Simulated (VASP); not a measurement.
# Be (Fm-3m) in VASP: further runs

Be is run at these levels: r2SCAN+D4; tasks: single point, relaxation of cell and atoms.

Everything below comes from runs of VASP 6.6.1. Logs are shortened: lines on timing, memory, paths and dates and some standing lists are left out, and cuts for length are marked.

## Step 1: The cell of the first run

The structure is cubic, space group Fm-3m (No. 225). Conventional cell: a = 3.153 Å, b = 3.153 Å, c = 3.153 Å, α = 90.00°, β = 90.00°, γ = 90.00°. Within 2.9 Å of Be (site symmetry m-3m) lie 12 Be at 2.23 Å.

This isn't the form of Be at room conditions, which is hcp.

## Step 2: Single point, r2SCAN+D4

POSCAR

```
Be
1.0
    0.0000000000      1.5763505327      1.5763505327
    1.5763505327      0.0000000000      1.5763505327
    1.5763505327      1.5763505327      0.0000000000
Be
1
Direct
    0.0000000000      0.0000000000      0.0000000000
```

INCAR.step1

```
SYSTEM = Be
ALGO = Normal ; EDIFF = 1E-5
ENCUT = 660 ; GGA = PE
GGA_COMPAT = .False. ; ISMEAR = -1
LASPH = .True. ; LCHARG = .False.
LREAL = .False. ; LWAVE = .True.
NBANDS = 7 ; NELM = 120
PREC = Accurate ; SIGMA = 0.1
```

INCAR.step2

```
SYSTEM = Be
ALGO = Normal ; EDIFF = 1E-6
ENCUT = 660 ; GGA_COMPAT = .False.
ISIF = 2 ; ISMEAR = -1
ISTART = 1 ; IVDW = 13
LASPH = .True. ; LCHARG = .False.
LMIXTAU = .True. ; LREAL = .False.
LWAVE = .False. ; METAGGA = R2SCAN
NBANDS = 7 ; NELM = 120
PREC = Accurate ; SIGMA = 0.1
VDW_A1 = 0.51559235 ; VDW_A2 = 5.77342911
VDW_S6 = 1.0 ; VDW_S8 = 0.6018749
```

KPOINTS

```
k-points
0
Gamma
  14 14 14
  0 0 0
```

Potentials or basis: VASP PAW PBE potentials, release 64 (Be).

Started as:

```
$ cat potpaw_PBE.64/Be/POTCAR > POTCAR
$ cp INCAR.step1 INCAR
$ mpirun -np 1 vasp_std > vasp.out
$ cp INCAR.step2 INCAR
$ mpirun -np 1 vasp_std > vasp.out
```

OUTCAR:

```text
SYSTEM = Be
   EDIFF = 1E-6
   ENCUT = 660
   ISIF = 2
   ISMEAR = -1
   ISTART = 1
   IVDW = 13
   LASPH = .True.
   LREAL = .False.
   METAGGA = R2SCAN
   NELM = 120
   PREC = Accurate

 ion  position               nearest neighbor table
   1  0.000  0.000  0.000-

  LATTYP: Found a face centered cubic cell.
 ALAT       =     3.1527010654

  Lattice vectors:

 A1 = (   0.0000000000,   1.5763505327,   1.5763505327)
 A2 = (   1.5763505327,   0.0000000000,   1.5763505327)
 A3 = (   1.5763505327,   1.5763505327,   0.0000000000)

Analysis of symmetry for initial positions (statically):
=====================================================================
 Subroutine PRICEL returns:
 Original cell was already a primitive cell.

 Routine SETGRP: Setting up the symmetry group for a
 face centered cubic supercell.

 Subroutine GETGRP returns: Found 48 space group operations
 (whereof 48 operations were pure point group operations)
 out of a pool of 48 trial point group operations.

The static configuration has the point symmetry O_h .

Analysis of symmetry for dynamics (positions and initial velocities):
=====================================================================
 Subroutine PRICEL returns:
 Original cell was already a primitive cell.

 Routine SETGRP: Setting up the symmetry group for a
 face centered cubic supercell.

 Subroutine GETGRP returns: Found 48 space group operations
 (whereof 48 operations were pure point group operations)
 out of a pool of 48 trial point group operations.

The dynamic configuration has the point symmetry O_h .

 Subroutine INISYM returns: Found 48 space group operations
 (whereof 48 operations are pure point group operations),
 and found     1 'primitive' translations

----------------------------------------------------------------------------------------

                                     Primitive cell

  volume of cell :       7.8341

  direct lattice vectors                    reciprocal lattice vectors
     0.000000000  1.576350533  1.576350533    -0.317188334  0.317188334  0.317188334
     1.576350533  0.000000000  1.576350533     0.317188334 -0.317188334  0.317188334
     1.576350533  1.576350533  0.000000000     0.317188334  0.317188334 -0.317188334

  length of vectors
     2.229296302  2.229296302  2.229296302     0.549386311  0.549386311  0.549386311

  position of ions in fractional coordinates (direct lattice)
     0.000000000  0.000000000  0.000000000

  ion indices of the primitive-cell ions
   primitive index   ion index
                 1           1

----------------------------------------------------------------------------------------

 KPOINTS: k-points

Automatic generation of k-mesh.
 Grid dimensions read from file:
 generate k-points for:   14   14   14

 Generating k-lattice:

  Cartesian coordinates                     Fractional coordinates (reciprocal lattice)
    -0.022656310  0.022656310  0.022656310     0.071428571  0.000000000  0.000000000
     0.022656310 -0.022656310  0.022656310     0.000000000  0.071428571  0.000000000
     0.022656310  0.022656310 -0.022656310     0.000000000  0.000000000  0.071428571

  Length of vectors
     0.039241879  0.039241879  0.039241879

  Shift w.r.t. Gamma in fractional coordinates (k-lattice)
     0.000000000  0.000000000  0.000000000

 Subroutine IBZKPT returns following result:
 ===========================================

 Found    104 irreducible k-points:

 Following reciprocal coordinates:
            Coordinates               Weight
  0.000000  0.000000  0.000000      1.000000
  0.071429  0.000000  0.000000      8.000000
  0.142857  0.000000  0.000000      8.000000
  0.214286  0.000000  0.000000      8.000000
  0.285714  0.000000  0.000000      8.000000
  0.357143  0.000000  0.000000      8.000000
[... 16 lines left out ...]
  0.214286  0.142857  0.000000     24.000000
  0.285714  0.142857  0.000000     24.000000
 [... further k-points ...]
   k-points           NKPTS =    104   k-points in BZ     NKDIM =    104   number of bands    NBANDS=      7
   number of dos      NEDOS =    301   number of ions     NIONS =      1
   total plane-waves  NPLWV =   8000
   dimension x,y,z NGX =    20 NGY =   20 NGZ =   20
   dimension x,y,z NGXF=    40 NGYF=   40 NGZF=   40
   ions per type =               1
   NGX,Y,Z   is equivalent  to a cutoff of  14.91, 14.91, 14.91 a.u.
   NGXF,Y,Z  is equivalent  to a cutoff of  29.83, 29.83, 29.83 a.u.
 SYSTEM =  Be
   PREC   = accura    normal or accurate (medium, high low for compatibility)
   ISTART =      1    job   : 0-new  1-cont  2-samecut
   ICHARG =      0    charge: 1-file 2-atom 10-const
   ISPIN  =      1    spin polarized calculation?
   LNONCOLLINEAR =      F non collinear calculations
   LSORBIT =      F    spin-orbit coupling
   LASPH  =      T    aspherical Exc in radial PAW
   ENCUT  =  660.0 eV  48.51 Ry    6.96 a.u.   4.67  4.67  4.67*2*pi/ulx,y,z
   NELM   =    120;   NELMIN=  2; NELMDL=  0     # of ELM steps
   EDIFF  = 0.1E-05   stopping-criterion for ELM
   LREAL  =      F    real-space projection
   EDIFFG = 0.1E-04   stopping-criterion for IOM
   NSW    =      0    number of steps for IOM
   IBRION =     -1    ionic relax: 0-MD 1-quasi-New 2-CG
   NFREE  =      0    steps in history (QN), initial steepest desc. (CG)
   ISIF   =      2    stress and relaxation
   ISYM   =      2    0-nonsym 1-usesym 2-fastsym
   POTIM  = 0.5000    time-step for ionic-motion
   TEBEG  =    0.0;   TEEND  =   0.0 temperature during run
   PSTRESS=    0.0 pullay stress
   NELECT =       2.0000    total number of electrons
   NUPDOWN=      -1.0000    fix difference up-down
   EMIN   =  10.00;   EMAX   =-10.00  energy-range for DOS
   EFERMI =   0.00;   METHOD = LEGACY
   ISMEAR =    -1;   SIGMA  =   0.10  broadening in eV -4-tet -1-fermi 0-gaus
   EFERMI_NEDOS =   21; number of points for ismear=-14 and -15
   IALGO  =     38    algorithm
   IMIX   =      4    mixing-type and parameters
     AMIX     =   0.40;   BMIX     =  1.00
     AMIX_MAG =   1.60;   BMIX_MAG =  1.00
  volume/ion in A,a.u.               =       7.83        52.87
  Fermi-wavevector in a.u.,A,eV,Ry     =   1.038537  1.962551 14.674691  1.078559
  Thomas-Fermi vector in A             =   2.173026
   LORBIT       =      0    0 simple, 1 ext, 2 COOP (PROOUT), +10 PAW based schemes
   METAGGA = R2SCAN    functional components
   LHFCALC =     F    Hartree Fock is set to
   AEXX    =    0.0000 exact exchange contribution
   IVDW    =    13    specifies the selected vdW correction
   LEPSILON=     F    determine dielectric tensor
   LRPA    =     F    only Hartree local field effects (RPA)
 non-spin polarized calculation
  energy-cutoff  :      660.00
  volume of cell :        7.83
 maximum number of plane-waves:       311
   NGX =  9   NGY =  9   NGZ =  9

 number of electron       2.0000000 magnetization

 Free energy of the ion-electron system (eV)
  ---------------------------------------------------
  ext. energy  EPLUGINS =         0.00000000
  ---------------------------------------------------
  free energy    TOTEN  =        -4.25349308 eV

  energy without entropy =       -4.24864284  energy(sigma->0) =       -4.25106796

 E-fermi :   7.6664     XC(G=0): -11.2931

 val. band max:        7.6525782443   @ k =   0.5000   0.0000   0.0000
 cond. band min:       7.7720366364   @ k =  -0.2857   0.5000   0.2143
 fundamental gap:      0.1194583922
 Fermi energy:         7.6664332107

 k-point     1 :       0.0000    0.0000    0.0000
  band No.  band energies     occupation
      1      -5.0901      2.00000
      2      28.9020      0.00000
      3      28.9020      0.00000
      4      28.9020      0.00000
      5      38.3591      0.00000
      6      38.3591      0.00000
      7      38.3591      0.00000

 k-point     2 :       0.0714    0.0000    0.0000
  band No.  band energies     occupation
      1      -4.9069      2.00000
      2      27.3656      0.00000
      3      28.5784      0.00000
      4      28.5784      0.00000
      5      36.9387      0.00000
      6      38.9654      0.00000
      7      38.9654      0.00000

 k-point     3 :       0.1429    0.0000    0.0000
  band No.  band energies     occupation
      1      -4.3575      2.00000
      2      23.7521      0.00000
      3      27.8483      0.00000
      4      27.8483      0.00000
      5      36.7163      0.00000
      6      40.1730      0.00000
      7      40.1730      0.00000

 k-point     4 :       0.2143    0.0000    0.0000
  band No.  band energies     occupation
      1      -3.4443      2.00000
      2      19.6009      0.00000
      3      27.0736      0.00000
      4      27.0736      0.00000
      5      37.4796      0.00000
      6      39.9676      0.00000
      7      39.9676      0.00000

 k-point     5 :       0.2857    0.0000    0.0000
  band No.  band energies     occupation
      1      -2.1789      2.00000
      2      15.5871      0.00000
      3      26.4454      0.00000
      4      26.4454      0.00000
      5      38.3034      0.00000
      6      38.3034      0.00000
      7      38.3235      0.00000
[... 161 lines left out ...]
 k-point    22 :       0.1429    0.1429    0.0000
  band No.  band energies     occupation
      1      -4.1100      2.00000
      2      25.1422      0.00000
      3      25.1422      0.00000
      4      28.7374      0.00000
      5      31.6915      0.00000
      6      37.4883      0.00000
      7      43.6464      0.00000

 k-point    23 :       0.2143    0.1429    0.0000
  band No.  band energies     occupation
      1      -3.4350      2.00000
      2      22.4421      0.00000
      3      24.0204      0.00000
      4      28.2958      0.00000
      5      31.4458      0.00000
      6      34.9690      0.00000
      7      45.1085      0.00000

 k-point    24 :       0.2857    0.1429    0.0000
  band No.  band energies     occupation
      1      -2.3954      2.00000
      2      18.5658      0.00000
      3      23.2388      0.00000
      4      27.1782      0.00000
      5      31.4839      0.00000
      6      35.0295      0.00000
      7      44.5503      0.00000

 [... further k-points ...]

------------------------ aborting loop because EDIFF is reached ----------------------------------------

  DFT-D4 for vdW energy calculation

  Edisp (eV):   -0.04489

  FORCE on cell =-STRESS in cart. coord.  units (eV):
  Direction    XX          YY          ZZ          XY          YZ          ZX
  --------------------------------------------------------------------------------------
  -------------------------------------------------------------------------------------
  Total       0.00691     0.00691     0.00691     0.00000     0.00000     0.00000
  in kB       1.41233     1.41233     1.41233     0.00000     0.00000     0.00000
  external pressure =        1.41 kB  Pullay stress =        0.00 kB

 VOLUME and BASIS-vectors are now :
 -----------------------------------------------------------------------------
  energy-cutoff  :      660.00
  volume of cell :        7.83
      direct lattice vectors                 reciprocal lattice vectors
     0.000000000  1.576350533  1.576350533    -0.317188334  0.317188334  0.317188334
     1.576350533  0.000000000  1.576350533     0.317188334 -0.317188334  0.317188334
     1.576350533  1.576350533  0.000000000     0.317188334  0.317188334 -0.317188334

 POSITION                                       TOTAL-FORCE (eV/Angst)
 -----------------------------------------------------------------------------------
      0.00000      0.00000      0.00000         0.000000      0.000000      0.000000
 -----------------------------------------------------------------------------------
    total drift:                               -0.000000      0.000000     -0.000000

  FREE ENERGIE OF THE ION-ELECTRON SYSTEM (eV)
  ---------------------------------------------------
  free  energy   TOTEN  =        -4.2983879651 eV

  energy  without entropy=       -4.2935377268  energy(sigma->0) =       -4.29596285
```

It took 38 s on 1 thread of AMD EPYC 7R13, shared host; peak memory 0.13 GiB.

What came out:

```
Free energy                : -4.2984 eV
Pressure                   : 0.1 GPa
Band gap on the k mesh     : zero (bands 1 and 2 overlap by 0.31 eV)
Dispersion energy per atom : -0.045 eV
```

Caveat: the PAW data sets were made with another functional, which shifts forces and pressure a little.

## Step 3: Relaxation of cell and atoms, r2SCAN+D4

This run uses another cell than the first one, of 8.12 Å³/atom.

POSCAR

```
Be
1.0
    0.0000000000      1.5950000000      1.5950000000
    1.5950000000      0.0000000000      1.5950000000
    1.5950000000      1.5950000000      0.0000000000
Be
1
Direct
    0.0000000000      0.0000000000      0.0000000000
```

INCAR.step1

```
SYSTEM = Be
PREC = Accurate
ENCUT = 660
ISMEAR = -1
SIGMA = 0.1
LREAL = .False.
LASPH = .True.
NELM = 120
GGA = PE
ALGO = Normal
EDIFF = 1E-5
LWAVE = .True.
LCHARG = .False.
GGA_COMPAT = .False.
IBRION = 2
ISIF = 3
EDIFFG = -0.005
NELMIN = 4
NSW = 100
```

INCAR.step2

```
SYSTEM = Be
PREC = Accurate
ENCUT = 660
EDIFF = 1E-7
ISMEAR = -1
SIGMA = 0.1
LREAL = .False.
LASPH = .True.
NELM = 120
ALGO = Normal
ISIF = 3
LWAVE = .False.
LCHARG = .False.
METAGGA = R2SCAN
LMIXTAU = .True.
IVDW = 13
VDW_S6 = 1.0
VDW_S8 = 0.6018749
VDW_A1 = 0.51559235
VDW_A2 = 5.77342911
IBRION = 2
NSW = 80
EDIFFG = -0.03
ISTART = 1
GGA_COMPAT = .False.
NELMIN = 4
```

KPOINTS

```
Automatic mesh
0
Gamma
  14 14 14
  0 0 0
```

Potentials or basis: VASP PAW PBE potentials, release 64 (Be).

Started as:

```
$ cat potpaw_PBE.64/Be/POTCAR > POTCAR
$ cp INCAR.step1 INCAR
$ mpirun -np 1 vasp_std > vasp.out
$ cp INCAR.step2 INCAR
$ mpirun -np 1 vasp_std > vasp.out
```

Run time: 95 s. Hardware: 1 thread of AMD EPYC 7R13, shared host; peak memory 0.13 GiB.

It converged, with:

- Free energy: -4.2984 eV
- Relaxed volume: 7.85 Å³/atom
- Relaxed cell: a = 2.230 Å, b = 2.230 Å, c = 2.230 Å, α = 60.00°, β = 60.00°, γ = 60.00°
- Space group after relaxing (to 0.1 Å): Fm-3m (No. 225)
- Energy gained by relaxing: 3.4 meV/atom
- Ionic steps: 3
- Pressure after relaxing: 0.0 GPa
- Band gap on the k mesh: zero (bands 1 and 2 overlap by 0.31 eV)
- Dispersion energy per atom: -0.045 eV

Step by step:
| step | energy change (eV) | largest force (eV/Å) | pressure (GPa) | volume (Å³) |
| --- | --- | --- | --- | --- |
| 1 | 0.0000 | 0.0000 | -3.82 | 8.12 |
| 2 | -0.0033 | 0.0000 | -0.71 | 7.89 |
| 3 | -0.0034 | 0.0000 | -0.04 | 7.85 |

Final structure:
```xyz
1
Lattice="0.0000 1.5771 1.5771 1.5771 0.0000 1.5771 1.5771 1.5771 0.0000" Properties=species:S:1:pos:R:3 pbc="T T T"
Be    0.0000    0.0000    0.0000
```

Levels at points of the mesh, in eV from the Fermi level:
```
           k point  band 1  band 2  band 3  band 4
(0.00, 0.00, 0.00)  -12.75   21.21   21.21   21.21
(0.50, 0.00, 0.00)   -5.61   -0.02   18.03   18.03
(0.50, 0.50, 0.00)   -2.74    3.95   10.43   10.43
```

Caveat: the PAW data sets were made with another functional, which shifts forces and pressure a little.

The gap in the log of VASP goes by the Fermi energy; the results here count the filled bands.